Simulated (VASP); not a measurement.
# Al2Cu (P4/mmm) in VASP: further runs, part 2 of 2

VASP 6.6.1.

**4. Single point, PBEsol**

This run uses another cell than the first one, of 16.24 Å³/atom, 1.041 times its volume.

INCAR reads:

```
SYSTEM = Al2Cu
PREC = Accurate ; ENCUT = 520
EDIFF = 1E-6 ; ISMEAR = -1
SIGMA = 0.05 ; LREAL = .False.
LASPH = .True. ; NELM = 80
ALGO = Normal ; ISIF = 2
LWAVE = .False. ; LCHARG = .False.
GGA = PS ; NBANDS = 16
```

KPOINTS reads:

```
Automatic mesh
0
Gamma
  6 6 8
  0 0 0
```

POSCAR reads:

```
Al2Cu
1.0
    4.1051820000      0.0000000000      0.0000000000
    0.0000000000      4.1051820000      0.0000000000
    0.0000000000      0.0000000000      2.8913130000
Cu Al
1 2
Direct
    0.0000000000      0.0000000000      0.0000000000
    0.0000000000      0.5000000000      0.5000000000
    0.5000000000      0.0000000000      0.5000000000
```

Potentials or basis: VASP PAW PBE potentials, release 64 (Cu, Al).

Run with:

```sh
> cat potpaw_PBE.64/Cu/POTCAR potpaw_PBE.64/Al/POTCAR > POTCAR
> mpirun -np 1 vasp_std > vasp.out
```

OUTCAR:

```text
SYSTEM = Al2Cu
   PREC = Accurate
   ENCUT = 520
   EDIFF = 1E-6
   ISMEAR = -1
   LREAL = .False.
   LASPH = .True.
   NELM = 80
   ISIF = 2
   GGA = PS

 ion  position               nearest neighbor table
   1  0.000  0.000  0.000-   2 2.51   3 2.51   2 2.51   3 2.51   2 2.51   2 2.51   3 2.51   3 2.51

   2  0.000  0.500  0.500-   1 2.51   1 2.51   1 2.51   1 2.51   3 2.90   3 2.90   3 2.90   3 2.90

   3  0.500  0.000  0.500-   1 2.51   1 2.51   1 2.51   1 2.51   2 2.90   2 2.90   2 2.90   2 2.90

  LATTYP: Found a simple tetragonal cell.
 ALAT       =     4.1051820000
 C/A-ratio  =     0.7043081159

  Lattice vectors:

 A1 = (   4.1051820000,   0.0000000000,   0.0000000000)
 A2 = (   0.0000000000,   4.1051820000,   0.0000000000)
 A3 = (   0.0000000000,   0.0000000000,   2.8913130000)

Analysis of symmetry for initial positions (statically):
=====================================================================
 Subroutine PRICEL returns:
 Original cell was already a primitive cell.

 Routine SETGRP: Setting up the symmetry group for a
 simple tetragonal supercell.
[... 163 lines left out ...]
  ext. energy  EPLUGINS =         0.00000000
  ---------------------------------------------------
  free energy    TOTEN  =       -12.55152466 eV

  energy without entropy =      -12.54167775  energy(sigma->0) =      -12.54660120

 E-fermi :   7.1443     XC(G=0): -10.4861

 val. band max:        7.1311019741   @ k =   0.0000   0.0000   0.1250
 cond. band min:       7.1616295717   @ k =   0.5000   0.3333   0.5000
 fundamental gap:      0.0305275976
 Fermi energy:         7.1442628085

 k-point     1 :       0.0000    0.0000    0.0000
  band No.  band energies     occupation
      1      -3.4636      2.00000
      2       1.6619      2.00000
      3       2.1684      2.00000
      4       2.8304      2.00000
      5       3.0155      2.00000
      6       3.0155      2.00000
[... 433 lines left out ...]
      3       2.3953      2.00000
      4       2.4749      2.00000
      5       2.7741      2.00000
      6       2.8667      2.00000
[... 8 lines left out ...]
     15      16.8365      0.00000
     16      16.9524      0.00000

 [... further k-points ...]
[... 5 lines left out ...]
  --------------------------------------------------------------------------------------
  -------------------------------------------------------------------------------------
  Total       -0.3681140     -0.3681140     -1.0778214      0.0000000      0.0000000      0.0000000
  in kB      -12.1041141    -12.1041141    -35.4403031      0.0000000      0.0000000      0.0000000
  external PRESSURE =     -19.8828438 kB  Pullay stress =       0.0000000 kB

 VOLUME and BASIS-vectors are now :
 -----------------------------------------------------------------------------
  energy-cutoff  :      520.00
  volume of cell :       48.73
      direct lattice vectors                 reciprocal lattice vectors
     4.105182000  0.000000000  0.000000000     0.243594559  0.000000000  0.000000000
     0.000000000  4.105182000  0.000000000     0.000000000  0.243594559  0.000000000
     0.000000000  0.000000000  2.891313000     0.000000000  0.000000000  0.345863627

 POSITION                                       TOTAL-FORCE (eV/Angst)
 -----------------------------------------------------------------------------------
      0.00000      0.00000      0.00000         0.000000      0.000000      0.000000
      0.00000      2.05259      1.44566         0.000000      0.000000      0.000000
      2.05259      0.00000      1.44566         0.000000      0.000000      0.000000
 -----------------------------------------------------------------------------------
    total drift:                                0.000000      0.000000      0.000000

  FREE ENERGIE OF THE ION-ELECTRON SYSTEM (eV)
  ---------------------------------------------------
  free  energy   TOTEN  =       -12.5515246608 eV

  energy  without entropy=      -12.5416777455  energy(sigma->0) =      -12.54660120
```

OSZICAR:

```text
N       E                     dE             d eps       ncg     rms          rms(c)
DAV:   1     0.607795176234E+02    0.60780E+02   -0.69289E+03  1608   0.111E+03
DAV:   2    -0.121867007217E+02   -0.72966E+02   -0.64298E+02  1680   0.198E+02
DAV:   3    -0.148308358243E+02   -0.26441E+01   -0.25761E+01  2224   0.423E+01
DAV:   4    -0.148908144927E+02   -0.59979E-01   -0.59958E-01  1984   0.552E+00
DAV:   5    -0.148933231261E+02   -0.25086E-02   -0.25085E-02  2488   0.123E+00    0.144E+01
DAV:   6    -0.168381960546E+02   -0.19449E+01   -0.38759E+01  1792   0.209E+02    0.118E+01
DAV:   7    -0.127194776127E+02    0.41187E+01   -0.10285E+01  1976   0.820E+01    0.234E+00
DAV:   8    -0.126241368459E+02    0.95341E-01   -0.14542E+00  2352   0.347E+01    0.229E+00
DAV:   9    -0.125509062148E+02    0.73231E-01   -0.27677E-01  2024   0.165E+01    0.246E-01
DAV:  10    -0.125537992263E+02   -0.28930E-02   -0.20434E-02  2408   0.408E+00    0.343E-01
DAV:  11    -0.125516790107E+02    0.21202E-02   -0.93149E-03  2112   0.332E+00    0.859E-02
DAV:  12    -0.125515485650E+02    0.13045E-03   -0.63752E-04  2576   0.532E-01    0.359E-02
DAV:  13    -0.125515257290E+02    0.22836E-04   -0.47622E-05  2536   0.199E-01    0.104E-02
DAV:  14    -0.125515247755E+02    0.95351E-06   -0.10287E-05  2496   0.864E-02    0.490E-03
DAV:  15    -0.125515246608E+02    0.11467E-06   -0.42262E-07  1152   0.139E-02
   1 F= -.12551525E+02 E0= -.12546601E+02  d E =-.984692E-02
```

stdout:

```text
POSCAR found type information on POSCAR CuAl
 POSCAR found :  2 types and       3 ions
 scaLAPACK will be used
 -----------------------------------------------------------------------------
|                                                                             |
|                                                                             |
|     You enforced a specific xc type in the INCAR file but a different       |
|     I HOPE YOU KNOW WHAT YOU ARE DOING!                                     |
|                                                                             |
 -----------------------------------------------------------------------------

 LDA part: xc-table for (Slater+PW92), standard interpolation
 POSCAR, INCAR and KPOINTS ok, starting setup
 FFT: planning ... GRIDC
 FFT: planning ... GRID_SOFT
 FFT: planning ... GRID
 WAVECAR not read
 entering main loop
```

Wall time 82 s (1 thread of AMD EPYC 7R13, shared host); peak memory 0.15 GiB.

What came out:

```yaml
Free_energy: -12.5515 eV
Pressure: -2.0 GPa
```

Stress tensor (GPa, compression positive):
```
-1.21  0.00  0.00
 0.00 -1.21  0.00
 0.00  0.00 -3.54
```

Levels at points of the mesh, in eV from the Fermi level:
```tsv
k point	band 5	band 6	band 7	band 8	band 9	band 10	band 11	band 12	band 13	band 14
(0.00, 0.00, 0.00)	-4.13	-4.13	-2.45	-2.45	-0.17	0.79	5.86	6.08	6.08	6.96
(0.50, 0.00, 0.00)	-4.39	-4.16	-4.12	-1.14	1.48	1.65	1.83	7.25	8.27	9.10
(0.50, 0.50, 0.00)	-4.43	-4.27	-4.15	-4.15	-2.50	8.45	8.45	9.17	9.78	10.01
(0.00, 0.00, 0.50)	-4.84	-4.14	-3.10	2.43	2.44	2.44	2.66	2.66	3.03	3.55
(0.50, 0.00, 0.50)	-4.22	-4.20	-3.14	-2.57	-1.79	3.57	3.89	4.27	4.85	5.89
(0.50, 0.50, 0.50)	-3.99	-3.57	-2.34	-2.34	-0.98	-0.97	-0.16	-0.16	2.30	11.51
```

Caveat: the PAW data sets were made with another functional, which shifts forces and pressure a little.

**5. Single point, PBEsol**

This run uses another cell than the first one, of 16.57 Å³/atom, 1.062 times its volume.

INCAR reads:

```
ALGO = Normal ; EDIFF = 1E-7
ENCUT = 520 ; GGA = PS
ISIF = 2 ; ISMEAR = -1
LASPH = T ; LCHARG = F
LREAL = F ; LWAVE = F
NBANDS = 16 ; NELM = 80
PREC = Accurate ; SIGMA = 0.05
```

KPOINTS reads:

```
k-points
0
Gamma
  6 6 8
```

POSCAR reads:

```
Al2Cu
1.0
    4.1462338200      0.0000000000      0.0000000000
    0.0000000000      4.1462338200      0.0000000000
    0.0000000000      0.0000000000      2.8913130000
Cu Al
1 2
Direct
    0.0000000000      0.0000000000      0.0000000000
    0.0000000000      0.5000000000      0.5000000000
    0.5000000000      0.0000000000      0.5000000000
```

Potentials or basis: VASP PAW PBE potentials, release 64 (Cu, Al).

Run with:

```sh
> cat potpaw_PBE.64/Cu/POTCAR potpaw_PBE.64/Al/POTCAR > POTCAR
> mpirun -np 1 vasp_std > vasp.out
```

OUTCAR:

```text
EDIFF = 1E-7
   ENCUT = 520
   GGA = PS
   ISIF = 2
   ISMEAR = -1
   LASPH = T
   LREAL = F
   NELM = 80
   PREC = Accurate

 ion  position               nearest neighbor table
   1  0.000  0.000  0.000-   2 2.53   3 2.53   2 2.53   3 2.53   2 2.53   2 2.53   3 2.53   3 2.53

   2  0.000  0.500  0.500-   1 2.53   1 2.53   1 2.53   1 2.53   3 2.93   3 2.93   3 2.93   3 2.93

   3  0.500  0.000  0.500-   1 2.53   1 2.53   1 2.53   1 2.53   2 2.93   2 2.93   2 2.93   2 2.93

  LATTYP: Found a simple tetragonal cell.
 ALAT       =     4.1462338200
 C/A-ratio  =     0.6973347683

  Lattice vectors:

 A1 = (   4.1462338200,   0.0000000000,   0.0000000000)
 A2 = (   0.0000000000,   4.1462338200,   0.0000000000)
 A3 = (   0.0000000000,   0.0000000000,   2.8913130000)

Analysis of symmetry for initial positions (statically):
=====================================================================
 Subroutine PRICEL returns:
 Original cell was already a primitive cell.

 Routine SETGRP: Setting up the symmetry group for a
 simple tetragonal supercell.

 Subroutine GETGRP returns: Found 16 space group operations
 (whereof 16 operations were pure point group operations)
 out of a pool of 16 trial point group operations.

The static configuration has the point symmetry D_4h.

Analysis of symmetry for dynamics (positions and initial velocities):
=====================================================================
 Subroutine PRICEL returns:
 Original cell was already a primitive cell.

 Routine SETGRP: Setting up the symmetry group for a
 simple tetragonal supercell.

 Subroutine GETGRP returns: Found 16 space group operations
 (whereof 16 operations were pure point group operations)
[... 113 lines left out ...]
   TEBEG  =    0.0;   TEEND  =   0.0 temperature during run
   PSTRESS=    0.0 pullay stress
   NELECT =      17.0000    total number of electrons
   NUPDOWN=      -1.0000    fix difference up-down
   EMIN   =  10.00;   EMAX   =-10.00  energy-range for DOS
   EFERMI =   0.00;   METHOD = LEGACY
   ISMEAR =    -1;   SIGMA  =   0.05  broadening in eV -4-tet -1-fermi 0-gaus
   EFERMI_NEDOS =   21; number of points for ismear=-14 and -15
   IALGO  =     38    algorithm
   IMIX   =      4    mixing-type and parameters
     AMIX     =   0.40;   BMIX     =  1.00
     AMIX_MAG =   1.60;   BMIX_MAG =  1.00
  volume/ion in A,a.u.               =      16.57       111.81
  Fermi-wavevector in a.u.,A,eV,Ry     =   1.144872  2.163494 17.833588  1.310732
  Thomas-Fermi vector in A             =   2.281562
   LORBIT       =      0    0 simple, 1 ext, 2 COOP (PROOUT), +10 PAW based schemes
   GGA     = PS    functional components
   LHFCALC =     F    Hartree Fock is set to
   AEXX    =    0.0000 exact exchange contribution
   IVDW    =     0    specifies the selected vdW correction
   LEPSILON=     F    determine dielectric tensor
   LRPA    =     F    only Hartree local field effects (RPA)
 non-spin polarized calculation
  energy-cutoff  :      520.00
  volume of cell :       49.71
 maximum number of plane-waves:      1356
 NGX is ok and might be reduce to    32
   NGX = 15   NGY = 15   NGZ = 11

 number of electron      16.9999991 magnetization

 Free energy of the ion-electron system (eV)
  ---------------------------------------------------
  ext. energy  EPLUGINS =         0.00000000
  ---------------------------------------------------
  free energy    TOTEN  =       -12.53943189 eV

  energy without entropy =      -12.53028993  energy(sigma->0) =      -12.53486091

 E-fermi :   6.9586     XC(G=0): -10.4037

 val. band max:        6.9187766594   @ k =   0.5000   0.3333   0.3750
 cond. band min:       6.9679530955   @ k =   0.5000   0.1667   0.2500
 fundamental gap:      0.0491764362
 Fermi energy:         6.9586008798

 k-point     1 :       0.0000    0.0000    0.0000
  band No.  band energies     occupation
      1      -3.5350      2.00000
      2       1.5171      2.00000
      3       2.0533      2.00000
      4       2.6970      2.00000
      5       2.8962      2.00000
      6       2.8962      2.00000
[... 433 lines left out ...]
      3       2.2776      2.00000
      4       2.3543      2.00000
      5       2.6458      2.00000
      6       2.7293      2.00000
[... 8 lines left out ...]
     15      16.5052      0.00000
     16      16.5713      0.00000

 [... further k-points ...]
[... 5 lines left out ...]
  --------------------------------------------------------------------------------------
  -------------------------------------------------------------------------------------
  Total       -0.9178775     -0.9178775     -1.5643586      0.0000000     -0.0000000      0.0000000
  in kB      -29.5864321    -29.5864321    -50.4248021      0.0000000     -0.0000000      0.0000000
  external PRESSURE =     -36.5325554 kB  Pullay stress =       0.0000000 kB

 VOLUME and BASIS-vectors are now :
 -----------------------------------------------------------------------------
  energy-cutoff  :      520.00
  volume of cell :       49.71
      direct lattice vectors                 reciprocal lattice vectors
     4.146233820  0.000000000  0.000000000     0.241182732  0.000000000  0.000000000
     0.000000000  4.146233820  0.000000000     0.000000000  0.241182732  0.000000000
     0.000000000  0.000000000  2.891313000     0.000000000  0.000000000  0.345863627

 POSITION                                       TOTAL-FORCE (eV/Angst)
 -----------------------------------------------------------------------------------
      0.00000      0.00000      0.00000         0.000000      0.000000      0.000000
      0.00000      2.07312      1.44566         0.000000      0.000000      0.000000
      2.07312      0.00000      1.44566         0.000000      0.000000      0.000000
 -----------------------------------------------------------------------------------
    total drift:                                0.000000      0.000000      0.000000

  FREE ENERGIE OF THE ION-ELECTRON SYSTEM (eV)
  ---------------------------------------------------
  free  energy   TOTEN  =       -12.5394318927 eV

  energy  without entropy=      -12.5302899250  energy(sigma->0) =      -12.53486091
```

OSZICAR:

```text
N       E                     dE             d eps       ncg     rms          rms(c)
DAV:   1     0.593068625232E+02    0.59307E+02   -0.68713E+03  1616   0.110E+03
DAV:   2    -0.122755982599E+02   -0.71582E+02   -0.63561E+02  1720   0.201E+02
DAV:   3    -0.147788887670E+02   -0.25033E+01   -0.24509E+01  2168   0.420E+01
DAV:   4    -0.148368192330E+02   -0.57930E-01   -0.57906E-01  2024   0.541E+00
DAV:   5    -0.148392698337E+02   -0.24506E-02   -0.24505E-02  2488   0.122E+00    0.143E+01
DAV:   6    -0.168394754219E+02   -0.20002E+01   -0.38399E+01  1808   0.207E+02    0.118E+01
DAV:   7    -0.127142491920E+02    0.41252E+01   -0.10309E+01  1984   0.812E+01    0.240E+00
DAV:   8    -0.126131920219E+02    0.10106E+00   -0.14860E+00  2352   0.352E+01    0.230E+00
DAV:   9    -0.125386407104E+02    0.74551E-01   -0.27600E-01  2040   0.163E+01    0.228E-01
DAV:  10    -0.125418523762E+02   -0.32117E-02   -0.19491E-02  2496   0.386E+00    0.350E-01
DAV:  11    -0.125395409963E+02    0.23114E-02   -0.90933E-03  2152   0.325E+00    0.715E-02
DAV:  12    -0.125394589122E+02    0.82084E-04   -0.55871E-04  2560   0.413E-01    0.368E-02
DAV:  13    -0.125394346013E+02    0.24311E-04   -0.36927E-05  2464   0.180E-01    0.134E-02
DAV:  14    -0.125394318634E+02    0.27379E-05   -0.13566E-05  2440   0.107E-01    0.372E-03
DAV:  15    -0.125394318927E+02   -0.29308E-07   -0.96046E-07  2296   0.108E-02
   1 F= -.12539432E+02 E0= -.12534861E+02  d E =-.914197E-02
```

stdout:

```text
POSCAR found type information on POSCAR CuAl
 POSCAR found :  2 types and       3 ions
 scaLAPACK will be used
 -----------------------------------------------------------------------------
|                                                                             |
|                                                                             |
|     You enforced a specific xc type in the INCAR file but a different       |
|     I HOPE YOU KNOW WHAT YOU ARE DOING!                                     |
|                                                                             |
 -----------------------------------------------------------------------------

 LDA part: xc-table for (Slater+PW92), standard interpolation
 POSCAR, INCAR and KPOINTS ok, starting setup
 FFT: planning ... GRIDC
 FFT: planning ... GRID_SOFT
 FFT: planning ... GRID
 WAVECAR not read
 entering main loop
```

Run time: 98 s. Hardware: 1 thread of AMD EPYC 7R13, shared host; peak memory 0.15 GiB.

What came out:

```
Free energy : -12.5394 eV
Pressure    : -3.7 GPa
```

Stress tensor (GPa, compression positive):
```
-2.96  0.00  0.00
 0.00 -2.96  0.00
 0.00  0.00 -5.04
```

Levels at points of the mesh, in eV from the Fermi level:
```
           k point  band 7  band 8  band 9  band 10  band 11  band 12
(0.00, 0.00, 0.00)   -2.46   -2.46   -0.32     0.75     5.86     5.86
(0.50, 0.00, 0.00)   -4.06   -1.18    1.41     1.57     1.65     7.34
(0.50, 0.50, 0.00)   -4.09   -4.09   -2.48     8.37     8.37     9.26
(0.00, 0.00, 0.50)   -3.04    2.29    2.41     2.41     2.64     2.64
(0.50, 0.00, 0.50)   -3.08   -2.52   -1.76     3.54     3.84     4.21
(0.50, 0.50, 0.50)   -2.32   -2.32   -0.94    -0.89    -0.21    -0.21
```

Caveat: the PAW data sets were made with another functional, which shifts forces and pressure a little.

**6. Single point, PBEsol**

This run uses another cell than the first one, of 16.90 Å³/atom, 1.083 times its volume.

INCAR reads:

```
PREC = Accurate ; ENCUT = 520
EDIFF = 1E-7 ; ISMEAR = -1
SIGMA = 0.05 ; LREAL = False
LASPH = True ; NELM = 80
ALGO = Normal ; ISIF = 2
LWAVE = False ; LCHARG = False
GGA = PS ; NBANDS = 16
```

KPOINTS reads:

```
regular mesh
0
Gamma
  6 6 8
```

POSCAR reads:

```
Al2Cu
1.0
    4.1872856400      0.0000000000      0.0000000000
    0.0000000000      4.1872856400      0.0000000000
    0.0000000000      0.0000000000      2.8913130000
Cu Al
1 2
Direct
    0.0000000000      0.0000000000      0.0000000000
    0.0000000000      0.5000000000      0.5000000000
    0.5000000000      0.0000000000      0.5000000000
```

Potentials or basis: VASP PAW PBE potentials, release 64 (Cu, Al).

Run with:

```sh
> cat potpaw_PBE.64/Cu/POTCAR potpaw_PBE.64/Al/POTCAR > POTCAR
> mpirun -np 1 vasp_std > vasp.out
```

Run time: 1.8 min. Hardware: 1 thread of AMD EPYC 7R13, shared host; peak memory 0.15 GiB.

It converged, with:

```yaml
Free_energy: -12.5161 eV
Pressure: -5.1 GPa
```

Stress tensor (GPa, compression positive):
```
-4.66  0.00  0.00
 0.00 -4.66  0.00
 0.00  0.00 -6.12
```

Levels at points of the mesh, in eV from the Fermi level:
```
           k point  band 7  band 8  band 9  band 10  band 11  band 12
(0.00, 0.00, 0.00)   -2.47   -2.47   -0.47     0.71     5.66     5.66
(0.50, 0.00, 0.00)   -3.99   -1.22    1.35     1.49     1.49     7.43
(0.50, 0.50, 0.00)   -4.01   -4.01   -2.46     8.29     8.29     9.14
(0.00, 0.00, 0.50)   -2.98    2.17    2.39     2.39     2.63     2.63
(0.50, 0.00, 0.50)   -3.03   -2.46   -1.72     3.52     3.79     4.15
(0.50, 0.50, 0.50)   -2.30   -2.30   -0.90    -0.81    -0.24    -0.24
```

Caveat: the PAW data sets were made with another functional, which shifts forces and pressure a little.

**7. Summary**

| cell | gap on the mesh (eV) | pressure (GPa) |
| --- | --- | --- |
| a = 4.023, b = 4.023, c = 2.891 Å, 3 atoms | none | 2.0 |
| a = 4.064, b = 4.064, c = 2.891 Å, 3 atoms | none | 1.0 |
| a = 4.105, b = 4.105, c = 2.891 Å, 3 atoms | none | -2.0 |
| a = 4.146, b = 4.146, c = 2.891 Å, 3 atoms | none | -3.7 |
| a = 4.187, b = 4.187, c = 2.891 Å, 3 atoms | none | -5.1 |

Alike in all rows: task single point; level PBEsol; potentials or basis VASP PAW PBE potentials, release 64 (Cu, Al); no spin polarisation; k mesh 6 × 6 × 8; cutoff (eV) 520; smearing fermi-dirac 0.05 eV.

Caveats: the PAW data sets were made with another functional, which shifts forces and pressure a little.

Absolute energies hang on the potentials; compare differences alone.
